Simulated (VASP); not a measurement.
# Ta2Si (I4/mcm) in VASP: a series of runs

Ta2Si is run at these levels: PBEsol; tasks: single point.

Program: VASP 6.6.1. These are calculated values, not measurements. Logs are shortened: lines on timing, memory, paths and dates and some standing lists are left out, and cuts for length are marked.

### 1 The cell of the first run

The structure is tetragonal, space group I4/mcm (No. 140). Conventional cell: a = 6.382 Å, b = 6.382 Å, c = 4.637 Å, α = 90.00°, β = 90.00°, γ = 90.00°. Ta (site symmetry m2m) has 4 Si at 2.66 Å and 11 Ta at 2.80 to 3.38 Å within 3.5 Å. Within 3.1 Å of Si (site symmetry 422) lie 2 Si at 2.32 Å and 8 Ta at 2.66 Å.

### 2 Single point, PBEsol (strain +0.040 along x and y, -0.080 along z)

INCAR reads:

```
SYSTEM = Ta2Si
  PREC = Accurate
  ENCUT = 520
  EDIFF = 1E-6
  ISMEAR = 0
  SIGMA = 0.15
  LREAL = .FALSE.
  LASPH = .TRUE.
  NELM = 80
  ALGO = Fast
  ISIF = 2
  LWAVE = .FALSE.
  LCHARG = .TRUE.
  GGA = PS
  LELF = .TRUE.
  LVHAR = .TRUE.
  NBANDS = 35
```

KPOINTS reads:

```
regular mesh
0
G
  12 12 12
  0 0 0
```

POSCAR reads:

```
Ta2Si
1.0
   -3.1911117883      3.1911117883      2.3183074125
    3.1911117883     -3.1911117883      2.3183074125
    3.1911117883      3.1911117883     -2.3183074125
Ta Si
4 2
Direct
    0.6630661939      0.8369338061      0.5000000000
    0.8369338061      0.3369338061      0.1738676123
    0.3369338061      0.1630661939      0.5000000000
    0.1630661939      0.6630661939      0.8261323878
    0.2500000000      0.2500000000      0.0000000000
    0.7500000000      0.7500000000      0.0000000000
```

Potentials or basis: VASP PAW PBE potentials, release 64 (Ta_pv, Si).

Command:

```bash
$ cat potpaw_PBE.64/Ta_pv/POTCAR potpaw_PBE.64/Si/POTCAR > POTCAR
$ mpirun -np 1 vasp_std > vasp.out
```

OUTCAR:

```text
SYSTEM = Ta2Si
   PREC = Accurate
   ENCUT = 520
   EDIFF = 1E-6
   ISMEAR = 0
   LREAL = .FALSE.
   LASPH = .TRUE.
   NELM = 80
   ISIF = 2
   GGA = PS

 ion  position               nearest neighbor table
   1  0.663  0.837  0.500-   5 2.66   6 2.66   6 2.66   5 2.66   3 2.80   3 2.80   3 2.94   2 3.12
                             2 3.12   4 3.12   4 3.12   2 3.38   4 3.38   4 3.38   2 3.38
   2  0.837  0.337  0.174-   6 2.66   5 2.66   5 2.66   6 2.66   4 2.80   4 2.80   4 2.94   1 3.12
                             3 3.12   3 3.12   1 3.12   1 3.38   3 3.38   3 3.38   1 3.38
   3  0.337  0.163  0.500-   6 2.66   5 2.66   5 2.66   6 2.66   1 2.80   1 2.80   1 2.94   2 3.12
                             2 3.12   4 3.12   4 3.12   2 3.38   4 3.38   4 3.38   2 3.38
   4  0.163  0.663  0.826-   6 2.66   5 2.66   5 2.66   6 2.66   2 2.80   2 2.80   2 2.94   3 3.12
                             1 3.12   1 3.12   3 3.12   1 3.38   3 3.38   3 3.38   1 3.38
   5  0.250  0.250  0.000-   6 2.32   6 2.32   4 2.66   1 2.66   3 2.66   4 2.66   1 2.66   3 2.66
                             2 2.66   2 2.66
   6  0.750  0.750  0.000-   5 2.32   5 2.32   4 2.66   3 2.66   1 2.66   3 2.66   4 2.66   1 2.66
                             2 2.66   2 2.66

  LATTYP: Found a body centered tetragonal cell.
 ALAT       =     6.3822235766
 C/A-ratio  =     0.7264889375

  Lattice vectors:

 A1 = (  -3.1911117883,   3.1911117883,   2.3183074125)
 A2 = (   3.1911117883,  -3.1911117883,   2.3183074125)
 A3 = (   3.1911117883,   3.1911117883,  -2.3183074125)

Analysis of symmetry for initial positions (statically):
=====================================================================
 Subroutine PRICEL returns:
 Original cell was already a primitive cell.

 Routine SETGRP: Setting up the symmetry group for a
 body centered tetragonal supercell.

 Subroutine GETGRP returns: Found 16 space group operations
 (whereof  8 operations were pure point group operations)
 out of a pool of 16 trial point group operations.

The static configuration has the point symmetry C_4h.
 The point group associated with its full space group is D_4h.

Analysis of symmetry for dynamics (positions and initial velocities):
=====================================================================
 Subroutine PRICEL returns:
 Original cell was already a primitive cell.

 Routine SETGRP: Setting up the symmetry group for a
 body centered tetragonal supercell.

 Subroutine GETGRP returns: Found 16 space group operations
 (whereof  8 operations were pure point group operations)
[... 110 lines left out ...]
   NELM   =     80;   NELMIN=  2; NELMDL= -5     # of ELM steps
   EDIFF  = 0.1E-05   stopping-criterion for ELM
   LREAL  =      F    real-space projection
   EDIFFG = 0.1E-04   stopping-criterion for IOM
   NSW    =      0    number of steps for IOM
   IBRION =     -1    ionic relax: 0-MD 1-quasi-New 2-CG
   NFREE  =      0    steps in history (QN), initial steepest desc. (CG)
   ISIF   =      2    stress and relaxation
   ISYM   =      2    0-nonsym 1-usesym 2-fastsym
   POTIM  = 0.5000    time-step for ionic-motion
   TEBEG  =    0.0;   TEEND  =   0.0 temperature during run
   PSTRESS=    0.0 pullay stress
   NELECT =      52.0000    total number of electrons
   NUPDOWN=      -1.0000    fix difference up-down
   EMIN   =  10.00;   EMAX   =-10.00  energy-range for DOS
   EFERMI =   0.00;   METHOD = LEGACY
   ISMEAR =     0;   SIGMA  =   0.15  broadening in eV -4-tet -1-fermi 0-gaus
   EFERMI_NEDOS =   21; number of points for ismear=-14 and -15
   IALGO  =     68    algorithm
   IMIX   =      4    mixing-type and parameters
     AMIX     =   0.40;   BMIX     =  1.00
     AMIX_MAG =   1.60;   BMIX_MAG =  1.00
  volume/ion in A,a.u.               =      15.74       106.21
  Fermi-wavevector in a.u.,A,eV,Ry     =   1.341851  2.535731 24.498158  1.800564
  Thomas-Fermi vector in A             =   2.470052
   LORBIT       =      0    0 simple, 1 ext, 2 COOP (PROOUT), +10 PAW based schemes
   GGA     = PS    functional components
   LHFCALC =     F    Hartree Fock is set to
   AEXX    =    0.0000 exact exchange contribution
   IVDW    =     0    specifies the selected vdW correction
   LEPSILON=     F    determine dielectric tensor
   LRPA    =     F    only Hartree local field effects (RPA)
 non-spin polarized calculation
 RMM-DIIS sequential band-by-band and
 Gauss-broadening in eV      SIGMA  =   0.15
  energy-cutoff  :      520.00
  volume of cell :       94.43
 maximum number of plane-waves:      2570
 NGX is ok and might be reduce to    40
   NGX = 19   NGY = 19   NGZ = 19

 number of electron      51.9999997 magnetization

 Free energy of the ion-electron system (eV)
  ---------------------------------------------------
  ext. energy  EPLUGINS =         0.00000000
  ---------------------------------------------------
  free energy    TOTEN  =       -64.57691672 eV

  energy without entropy =      -64.53989559  energy(sigma->0) =      -64.55840615

 E-fermi :   7.6505     XC(G=0): -12.6170

 val. band max:        7.6471733210   @ k =  -0.4167  -0.4167   0.2500
 cond. band min:       7.6674501312   @ k =   0.5000   0.5000   0.3333
 fundamental gap:      0.0202768101
 Fermi energy:         7.6504837127

 k-point     1 :       0.0000    0.0000    0.0000
  band No.  band energies     occupation
      1     -26.8900      2.00000
      2     -26.8900      2.00000
      3     -26.8388      2.00000
      4     -26.8069      2.00000
      5     -26.8069      2.00000
      6     -26.8023      2.00000
[... 901 lines left out ...]
     34      11.5294      0.00000
     35      11.6745      0.00000

 [... further k-points ...]
[... 5 lines left out ...]
  --------------------------------------------------------------------------------------
  -------------------------------------------------------------------------------------
  Total       -4.5369063     -4.5369063     14.9232860      0.0000000      0.0000000      0.0000000
  in kB      -76.9760003    -76.9760003    253.1978379      0.0000000      0.0000000      0.0000000
  external PRESSURE =      33.0819457 kB  Pullay stress =       0.0000000 kB

 VOLUME and BASIS-vectors are now :
 -----------------------------------------------------------------------------
  energy-cutoff  :      520.00
  volume of cell :       94.43
      direct lattice vectors                 reciprocal lattice vectors
    -3.191111788  3.191111788  2.318307412     0.000000000  0.156685204  0.215674590
     3.191111788 -3.191111788  2.318307412     0.156685204  0.000000000  0.215674590
     3.191111788  3.191111788 -2.318307412     0.156685204  0.156685204  0.000000000

 POSITION                                       TOTAL-FORCE (eV/Angst)
 -----------------------------------------------------------------------------------
      2.15039      1.04072      2.31831         0.117830     -0.117830     -0.000000
     -1.04072      2.15039      2.31831         0.117830      0.117830      0.000000
      1.04072      2.15039      0.00000        -0.117830      0.117830     -0.000000
      4.23184      1.04072      0.00000        -0.117830     -0.117830     -0.000000
      0.00000      0.00000      1.15915         0.000000      0.000000     -0.000000
      0.00000      0.00000      3.47746         0.000000      0.000000     -0.000000
 -----------------------------------------------------------------------------------
    total drift:                               -0.000000     -0.000000      0.000000

  FREE ENERGIE OF THE ION-ELECTRON SYSTEM (eV)
  ---------------------------------------------------
  free  energy   TOTEN  =       -64.5769167151 eV

  energy  without entropy=      -64.5398955905  energy(sigma->0) =      -64.55840615
```

OSZICAR:

```text
N       E                     dE             d eps       ncg     rms          rms(c)
DAV:   1     0.453407722964E+03    0.45341E+03   -0.27814E+04 11410   0.150E+03
DAV:   2    -0.472975670504E+02   -0.50071E+03   -0.48812E+03 12623   0.431E+02
DAV:   3    -0.676888382136E+02   -0.20391E+02   -0.19859E+02 14477   0.776E+01
DAV:   4    -0.681065095475E+02   -0.41767E+00   -0.41432E+00 14268   0.104E+01
DAV:   5    -0.681141021695E+02   -0.75926E-02   -0.75771E-02 14335   0.134E+00    0.319E+01
RMM:   6    -0.649617043764E+02    0.31524E+01   -0.66547E+00 12550   0.111E+01    0.147E+01
RMM:   7    -0.646129863889E+02    0.34872E+00   -0.41189E+00 13452   0.800E+00    0.226E+00
RMM:   8    -0.645722781670E+02    0.40708E-01   -0.31615E-01 14122   0.255E+00    0.144E+00
RMM:   9    -0.645774472865E+02   -0.51691E-02   -0.80625E-02 15073   0.113E+00    0.637E-01
RMM:  10    -0.645770937115E+02    0.35358E-03   -0.18666E-02 14234   0.585E-01    0.295E-01
RMM:  11    -0.645770169628E+02    0.76749E-04   -0.49089E-03 14319   0.312E-01    0.251E-01
RMM:  12    -0.645768722109E+02    0.14475E-03   -0.15597E-03 14231   0.193E-01    0.673E-02
RMM:  13    -0.645769160878E+02   -0.43877E-04   -0.46459E-04 16649   0.799E-02    0.263E-02
RMM:  14    -0.645769179848E+02   -0.18970E-05   -0.46362E-05 15277   0.307E-02    0.246E-02
RMM:  15    -0.645769162357E+02    0.17491E-05   -0.13928E-05 12400   0.175E-02    0.581E-03
RMM:  16    -0.645769167151E+02   -0.47938E-06   -0.31974E-06 11066   0.853E-03
   1 F= -.64576917E+02 E0= -.64558406E+02  d E =-.370211E-01
```

Run time: 12 min. Hardware: 1 thread of Intel Xeon Platinum 8259CL at 2.50GHz (Skylake/Cascade Lake), shared host; peak memory 0.54 GiB.

What came out:

| Item | Value |
| --- | --- |
| Free energy | -64.5769 eV |
| Pressure | 3.3 GPa |
| Largest force | 0.167 eV/Å |
| Band gap on the k mesh | zero (band 26 reaches 8.52 eV, above the bottom of band 27 at 7.04 eV) |

Forces in eV/Å, atoms in the order of the input:
```
Ta   0.118 -0.118  0.000
Ta   0.118  0.118  0.000
Ta  -0.118  0.118  0.000
Ta  -0.118 -0.118  0.000
Si   0.000  0.000  0.000
Si   0.000  0.000  0.000
```

Stress tensor (GPa, compression positive):
```
-7.70  0.00  0.00
 0.00 -7.70  0.00
 0.00  0.00 25.32
```

Caveat: the cell differs from its parent crystal (strain +0.040 along x and y, -0.080 along z); the PAW data sets were made with another functional, which shifts forces and pressure a little; spin-orbit coupling is left out, which moves the levels of the heavy elements.

### 3 Single point, PBEsol (strain +0.040 along x and y, -0.040 along z)

INCAR reads:

```
ALGO     = Fast           # electronic algorithm
EDIFF    = 1E-6           # SCF threshold, eV
ENCUT    = 520            # plane-wave cutoff, eV
GGA      = PS             # functional
ISIF     = 2              # what is computed and relaxed
ISMEAR   = 0              # smearing method
LASPH    = True           # aspherical terms in the spheres
LCHARG   = False          # write CHGCAR
LREAL    = False          # projectors in reciprocal space
LWAVE    = False          # write WAVECAR
NBANDS   = 35             # bands
NELM     = 80             # most SCF steps
PREC     = Accurate       # precision mode
SIGMA    = 0.15           # smearing width, eV
```

KPOINTS reads:

```
k-points
0
Gamma
  12 12 12
```

POSCAR, as its differences from that of step 2:

```diff
@@ -2,5 +2,5 @@
 1.0
-   -3.1911117883      3.1911117883      2.3183074125
-    3.1911117883     -3.1911117883      2.3183074125
-    3.1911117883      3.1911117883     -2.3183074125
+   -3.1911117883      3.1911117883      2.4191033869
+    3.1911117883     -3.1911117883      2.4191033869
+    3.1911117883      3.1911117883     -2.4191033869
 Ta Si
```

Potentials or basis: VASP PAW PBE potentials, release 64 (Ta_pv, Si).

Command:

```bash
$ cat potpaw_PBE.64/Ta_pv/POTCAR potpaw_PBE.64/Si/POTCAR > POTCAR
$ mpirun -np 1 vasp_std > vasp.out
```

Wall time 11 min (1 thread of Intel Xeon Platinum 8259CL at 2.50GHz (Skylake/Cascade Lake), shared host); peak memory 0.56 GiB.

It converged, with:

* Free energy: -64.9532 eV
* Pressure: -7.2 GPa
* Largest force: 0.014 eV/Å
* Band gap on the k mesh: zero (band 26 reaches 8.10 eV, above the bottom of band 27 at 6.68 eV)

Forces in eV/Å, atoms in the order of the input:
```
Ta  -0.010  0.010  0.000
Ta  -0.010 -0.010  0.000
Ta   0.010 -0.010  0.000
Ta   0.010  0.010  0.000
Si   0.000  0.000  0.000
Si   0.000  0.000  0.000
```

Stress tensor (GPa, compression positive):
```
-13.21   0.00   0.00
  0.00 -13.21   0.00
  0.00   0.00   4.97
```

Levels at points of the mesh, in eV from the Fermi level:
```csv
k point,band 22,band 23,band 24,band 25,band 26,band 27,band 28,band 29,band 30,band 31
"(0.00, 0.00, 0.00)",-2.12,-2.12,-2.06,0.09,0.87,0.87,0.93,1.05,1.25,1.25
"(0.50, 0.00, 0.00)",-1.95,-1.80,-1.80,-1.05,-1.05,0.77,0.77,1.75,1.75,2.45
"(0.50, 0.50, 0.00)",-2.14,-1.78,-1.41,-0.31,0.07,0.26,0.54,1.55,1.91,2.96
"(0.50, 0.50, 0.50)",-1.61,-1.30,-1.25,-1.25,-0.78,-0.42,0.06,0.66,0.66,3.16
```

Caveat: the cell differs from its parent crystal (strain +0.040 along x and y, -0.040 along z); the PAW data sets were made with another functional, which shifts forces and pressure a little; spin-orbit coupling is left out, which moves the levels of the heavy elements.
